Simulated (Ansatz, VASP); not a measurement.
## Two plane-wave programs on CuO

```
CELL_PARAMETERS angstrom
2.33660 -1.73850 0.00000
2.33660 1.73850 0.00000
-0.76216 0.00000 5.06194
ATOMIC_POSITIONS crystal
Cu 0.00000 0.50000 0.00000
Cu 0.50000 0.00000 0.50000
O 0.54830 0.45170 0.25000
O 0.45170 0.54830 0.75000
```

Alike in both runs: task single point; functional r2SCAN; k mesh 7 × 7 × 4; occupations fermi-dirac, width 0.05 eV; collinear spin.

|  | VASP | Ansatz |
| --- | --- | --- |
| version | VASP 6.6.1 | Ansatz 0.2.0 |
| potentials or method | VASP PAW PBE potentials, release 64 (Cu, O), cutoff 520 eV | PAW, plane waves, scalar-relativistic |
| valence electrons in the cell | 34 | 50 |

Ansatz gave:

```
pressure (GPa)                                                : 0.8
traceless stress, the component that is largest in VASP (GPa) : 3.14
rms of the force components (eV/Å)                            : 0.116
net moment per atom (μB)                                      : 0.00
size of the moment on the site where the two differ most (μB) : 0.54
```

Task: Estimate VASP's values.

Result: Pressure (GPa): 1.2; traceless stress, the component that is largest in VASP (GPa): 2.76; rms of the force components (eV/Å): 0.078; net moment per atom (μB): 0.00; size of the moment on the site where the two differ most (μB): 0.00.

VASP's potentials were made for PBE, not for r2SCAN. Site moments also hang on the region over which each program counts them. Atom by atom the forces differ by 0.038 eV/Å (rms over components). VASP's potentials hold 34 valence electrons a cell and Ansatz's 50, so a difference there can come from the potentials and not from the codes. Ansatz's warnings: seeded moment not kept, stability check not made.
